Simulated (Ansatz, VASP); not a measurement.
**Two plane-wave programs on Mg3Te2O**

```
Mg Te O
1.0
     6.60323   -3.36907    0.00000
     6.60323    3.36907    0.00000
     0.00000    0.00000    6.16850
Mg Te O
6 4 2
Direct
  0.45863 0.80743 0.75000
  0.19257 0.54137 0.75000
  0.00000 0.00000 0.50000
  0.80743 0.45863 0.25000
  0.54137 0.19257 0.25000
  0.00000 0.00000 0.00000
  0.10257 0.59288 0.25000
  0.89743 0.40712 0.75000
  0.40712 0.89743 0.25000
  0.59288 0.10257 0.75000
  0.18940 0.81060 0.75000
  0.81060 0.18940 0.25000
```

Alike in both runs: functional PBE; k mesh 6 × 6 × 6; occupations gaussian, width 0.02 eV; no spin polarisation.

Ansatz relaxed the structure, and its values are those at the end. VASP's run is a single point on that final structure, the one shown.

|  | VASP | Ansatz |
| --- | --- | --- |
| version | VASP 6.6.1 | Ansatz 0.2.0 |
| potentials or method | VASP PAW PBE potentials, release 64 (Mg, Te, O), cutoff 520 eV | scalar-relativistic, plane waves, PAW |
| valence electrons in the cell | 48 | 136 |

Ansatz gave:

- gap on the k mesh at the Fermi level (eV): 1.67
- least direct gap on the mesh (eV): 2.08
- pressure (GPa): 0.0

Q: What did VASP give for the same quantities?

A: gap on the k mesh at the Fermi level (eV): 1.66; least direct gap on the mesh (eV): 2.06; pressure (GPa): -0.1.

The functional is the same, so the differences come from potentials, cutoffs and numerics. VASP's potentials hold 48 valence electrons a cell and Ansatz's 136, so a difference there can come from the potentials and not from the codes.

Spin-orbit coupling is off throughout.
